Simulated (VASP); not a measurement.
# InP in VASP: single point with PBE+D3(BJ)

Aim: the single point of InP with PBE+D3(BJ).

All numbers are computed with VASP 6.6.1; they aren't measurements. Logs are shortened: lines on timing, memory, paths and dates and some standing lists are left out, and cuts for length are marked.

### Step 1. The cell of the first run

The cell holds a slab with vacuum, 16 atoms: a = 8.335 Å, b = 8.335 Å, c = 20.253 Å, α = 90.00°, β = 90.00°, γ = 120.00°.

### Step 2. Single point, PBE+D3(BJ)

Input file INCAR:

```
SYSTEM = InP
PREC = Accurate
ENCUT = 520
EDIFF = 1E-6
ISMEAR = 0
SIGMA = 0.05
LREAL = Auto
LASPH = .TRUE.
NELM = 100
ALGO = Normal
ISIF = 2
LWAVE = .FALSE.
LCHARG = .FALSE.
LDIPOL = .TRUE.
IDIPOL = 3
DIPOL = 0.5 0.5 0.502
GGA = PE
IVDW = 12
NBANDS = 86
```

Input file KPOINTS:

```
regular mesh
0
G
  2 2 1
  0 0 0
```

Input file POSCAR:

```
InP
1.0
    8.3347933365      0.0000000000      0.0000000000
   -4.1673966682      7.2181427647      0.0000000000
    0.0000000000      0.0000000000     20.2533314137
P In
8 8
Direct
    0.5000000000      0.0000000000      0.3949967458
    0.5000000000      0.5000000000      0.3949967458
    0.0000000000      0.0000000000      0.3949967458
    0.0000000000      0.5000000000      0.3949967458
    0.6666666667      0.8333333333      0.5756995201
    0.6666666667      0.3333333333      0.5756995201
    0.1666666667      0.8333333333      0.5756995201
    0.1666666667      0.3333333333      0.5756995201
    0.1666666667      0.8333333333      0.4369980475
    0.1666666667      0.3333333333      0.4369980475
    0.6666666667      0.8333333333      0.4369980475
    0.6666666667      0.3333333333      0.4369980475
    0.3333333333      0.6666666667      0.6021350574
    0.3333333333      0.1666666667      0.6021350574
    0.8333333333      0.6666666667      0.6021350574
    0.8333333333      0.1666666667      0.6021350574
```

Potentials or basis: VASP PAW PBE potentials, release 64 (P, In_d).

The run is started by

```bash
cat potpaw_PBE.64/P/POTCAR potpaw_PBE.64/In_d/POTCAR > POTCAR
mpirun -np 1 vasp_std > vasp.out
```

OUTCAR:

```text
SYSTEM = InP
   PREC = Accurate
   ENCUT = 520
   EDIFF = 1E-6
   ISMEAR = 0
   LREAL = Auto
   LASPH = .TRUE.
   NELM = 100
   ISIF = 2
   GGA = PE
   IVDW = 12
 IVDW          = 12

 ion  position               nearest neighbor table
   1  0.500  0.000  0.395-  12 2.55   9 2.55  11 2.55
   2  0.500  0.500  0.395-  11 2.55  10 2.55  12 2.55
   3  0.000  0.000  0.395-  10 2.55  11 2.55   9 2.55
   4  0.000  0.500  0.395-   9 2.55  12 2.55  10 2.55
   5  0.667  0.833  0.576-  15 2.46  16 2.46  13 2.46  11 2.81
   6  0.667  0.333  0.576-  16 2.46  15 2.46  14 2.46  12 2.81
   7  0.167  0.833  0.576-  13 2.46  14 2.46  15 2.46   9 2.81
   8  0.167  0.333  0.576-  14 2.46  13 2.46  16 2.46  10 2.81
   9  0.167  0.833  0.437-   4 2.55   1 2.55   3 2.55   7 2.81
  10  0.167  0.333  0.437-   3 2.55   2 2.55   4 2.55   8 2.81
  11  0.667  0.833  0.437-   2 2.55   3 2.55   1 2.55   5 2.81
  12  0.667  0.333  0.437-   1 2.55   4 2.55   2 2.55   6 2.81
  13  0.333  0.667  0.602-   7 2.46   8 2.46   5 2.46
  14  0.333  0.167  0.602-   8 2.46   7 2.46   6 2.46
  15  0.833  0.667  0.602-   5 2.46   6 2.46   7 2.46
  16  0.833  0.167  0.602-   6 2.46   5 2.46   8 2.46
[... 7 lines left out ...]
 A1 = (   8.3347933365,   0.0000000000,   0.0000000000)
 A2 = (  -4.1673966682,   7.2181427647,   0.0000000000)
 A3 = (   0.0000000000,   0.0000000000,  20.2533314137)

Analysis of symmetry for initial positions (statically):
=====================================================================
 Subroutine PRICEL returns following result:

  LATTYP: Found a hexagonal cell.
 ALAT       =     4.1673966683
 C/A-ratio  =     4.8599480745

  Lattice vectors:

 A1 = (   4.1673966683,   0.0000000000,   0.0000000000)
 A2 = (  -2.0836983341,   3.6090713823,   0.0000000000)
 A3 = (   0.0000000000,   0.0000000000,  20.2533314137)

   4 primitive cells build up your supercell.

 Routine SETGRP: Setting up the symmetry group for a
 hexagonal supercell.

 Subroutine GETGRP returns: Found  6 space group operations
 (whereof  6 operations were pure point group operations)
 out of a pool of 24 trial point group operations.

The static configuration has the point symmetry C_3v.

Analysis of symmetry for dynamics (positions and initial velocities):
=====================================================================
 Subroutine PRICEL returns following result:

  LATTYP: Found a hexagonal cell.
 ALAT       =     4.1673966683
 C/A-ratio  =     4.8599480745

  Lattice vectors:

 A1 = (   4.1673966683,   0.0000000000,   0.0000000000)
 A2 = (  -2.0836983341,   3.6090713823,   0.0000000000)
 A3 = (   0.0000000000,   0.0000000000,  20.2533314137)

[... 110 lines left out ...]
     AMIX_MAG =   1.60;   BMIX_MAG =  1.00
  volume/ion in A,a.u.               =      76.15       513.92
  Fermi-wavevector in a.u.,A,eV,Ry     =   0.803384  1.518176  8.781561  0.645427
  Thomas-Fermi vector in A             =   1.911242
   LORBIT       =      0    0 simple, 1 ext, 2 COOP (PROOUT), +10 PAW based schemes
   GGA     = PE    functional components
   LHFCALC =     F    Hartree Fock is set to
   AEXX    =    0.0000 exact exchange contribution
   IVDW    =    12    specifies the selected vdW correction
   LEPSILON=     F    determine dielectric tensor
   LRPA    =     F    only Hartree local field effects (RPA)
 non-spin polarized calculation
 Gauss-broadening in eV      SIGMA  =   0.05
  energy-cutoff  :      520.00
  volume of cell :     1218.48
 maximum number of plane-waves:     32859
 NGX is ok and might be reduce to    64
   NGX = 31   NGY = 31   NGZ = 75

 number of electron     143.9999990 magnetization

 dipolmoment           0.000000      0.000000     -0.912563 electrons x Angstroem

 Free energy of the ion-electron system (eV)
  ---------------------------------------------------
  ext. energy  EPLUGINS =         0.00000000
  ---------------------------------------------------
  free energy    TOTEN  =       -60.48663610 eV

  energy without entropy =      -60.46844622  energy(sigma->0) =      -60.47754116

 E-fermi :  -1.0388     XC(G=0):  -3.7620

 val. band max:       -1.0461361738   @ k =   0.0000   0.0000   0.0000
 cond. band min:      -0.5493954647   @ k =   0.5000   0.0000   0.0000
 fundamental gap:      0.4967407091
 Fermi energy:        -1.0387731225

 k-point     1 :       0.0000    0.0000    0.0000
  band No.  band energies     occupation
      1     -16.6763      2.00000
      2     -16.6763      2.00000
      3     -16.6763      2.00000
      4     -16.6566      2.00000
      5     -16.5224      2.00000
      6     -16.5224      2.00000
[... 76 lines left out ...]
     83       1.2936      0.00000
     84       1.2936      0.00000

 k-point     2 :       0.5000    0.0000    0.0000
  band No.  band energies     occupation
      1     -16.6558      2.00000
      2     -16.6558      2.00000
      3     -16.6554      2.00000
      4     -16.6554      2.00000
      5     -16.5249      2.00000
      6     -16.5249      2.00000
[... 76 lines left out ...]
     83       2.1269      0.00000
     84       2.1269      0.00000
 [bands above 84 left out]

------------------------ aborting loop because EDIFF is reached ----------------------------------------

 vacuum level on the upper side and lower side of the slab       (xc-potential included)        -1.344         1.331

 Edisp (eV)   -3.27921

 E8    (eV) :    -1.5211

  FORCE on cell =-STRESS in cart. coord.  units (eV):
  Direction    XX          YY          ZZ          XY          YZ          ZX
  --------------------------------------------------------------------------------------
  -------------------------------------------------------------------------------------
  Total       4.25504     4.25504    -1.64387     0.00000     0.00000     0.00000
  in kB       5.59496     5.59496    -2.16153     0.00000     0.00000     0.00000
  external pressure =        3.01 kB  Pullay stress =        0.00 kB

 VOLUME and BASIS-vectors are now :
 -----------------------------------------------------------------------------
  energy-cutoff  :      520.00
  volume of cell :     1218.48
      direct lattice vectors                 reciprocal lattice vectors
     8.334793337  0.000000000  0.000000000     0.119978980  0.069269896  0.000000000
    -4.167396668  7.218142765  0.000000000     0.000000000  0.138539792  0.000000000
     0.000000000  0.000000000 20.253331414     0.000000000  0.000000000  0.049374593

 POSITION                                       TOTAL-FORCE (eV/Angst)
 -----------------------------------------------------------------------------------
      4.16740      0.00000      8.00000         0.000000     -0.000000      0.396398
      2.08370      3.60907      8.00000        -0.000000     -0.000000      0.396398
      0.00000      0.00000      8.00000         0.000000     -0.000000      0.396398
     -2.08370      3.60907      8.00000         0.000000     -0.000000      0.396398
      2.08370      6.01512     11.65983         0.000000      0.000000     -0.013976
      4.16740      2.40605     11.65983         0.000000      0.000000     -0.013976
[... 8 lines left out ...]
      4.16740      4.81210     12.19524         0.000000     -0.000000     -0.003609
      6.25110      1.20302     12.19524         0.000000     -0.000000     -0.003609
 -----------------------------------------------------------------------------------
    total drift:                                0.000000     -0.000001      0.071732

  FREE ENERGIE OF THE ION-ELECTRON SYSTEM (eV)
  ---------------------------------------------------
  free  energy   TOTEN  =       -63.7658478719 eV

  energy  without entropy=      -63.7476579891  energy(sigma->0) =      -63.75675293

 vacuum level on the upper side and lower side of the slab         1.909         4.644
```

stdout:

```text
POSCAR found type information on POSCAR P In
 POSCAR found :  2 types and      16 ions
 scaLAPACK will be used
 LDA part: xc-table for (Slater+PW92), standard interpolation
 POSCAR, INCAR and KPOINTS ok, starting setup
 FFT: planning ... GRIDC
 FFT: planning ... GRID_SOFT
 FFT: planning ... GRID
 WAVECAR not read
 entering main loop
```

Wall time 14 min (1 thread of Intel Xeon 6975P-C, shared host); peak memory 1.2 GiB.

Results:

```yaml
Free_energy: -63.7658 eV
Largest_force: 0.396 eV/Å
Band_gap_on_the_k_mesh: zero (filled and empty bands touch)
Dispersion_energy_per_atom: -0.205 eV
```

Forces on the atoms (eV/Å):
```
P    0.000  0.000  0.396
P    0.000  0.000  0.396
P    0.000  0.000  0.396
P    0.000  0.000  0.396
P    0.000  0.000 -0.014
P    0.000  0.000 -0.014
P    0.000  0.000 -0.014
P    0.000  0.000 -0.014
In   0.000  0.000 -0.379
In   0.000  0.000 -0.379
In   0.000  0.000 -0.379
In   0.000  0.000 -0.379
In   0.000  0.000 -0.004
In   0.000  0.000 -0.004
In   0.000  0.000 -0.004
In   0.000  0.000 -0.004
```

Levels at points of the mesh, in eV from the Fermi level:
| k point | band 68 | band 69 | band 70 | band 71 | band 72 | band 73 | band 74 | band 75 | band 76 | band 77 |
| --- | --- | --- | --- | --- | --- | --- | --- | --- | --- | --- |
| (0.00, 0.00, 0.00) | -0.93 | -0.93 | -0.93 | -0.03 | -0.01 | -0.01 | 0.52 | 0.52 | 0.52 | 1.09 |
| (0.50, 0.00, 0.00) | -0.97 | -0.69 | -0.69 | -0.49 | -0.49 | 0.49 | 0.49 | 0.75 | 0.75 | 1.56 |

Caveat: the k points lie up to 0.44 Å⁻¹ apart; spin-orbit coupling is left out, which moves the levels of the heavy elements.
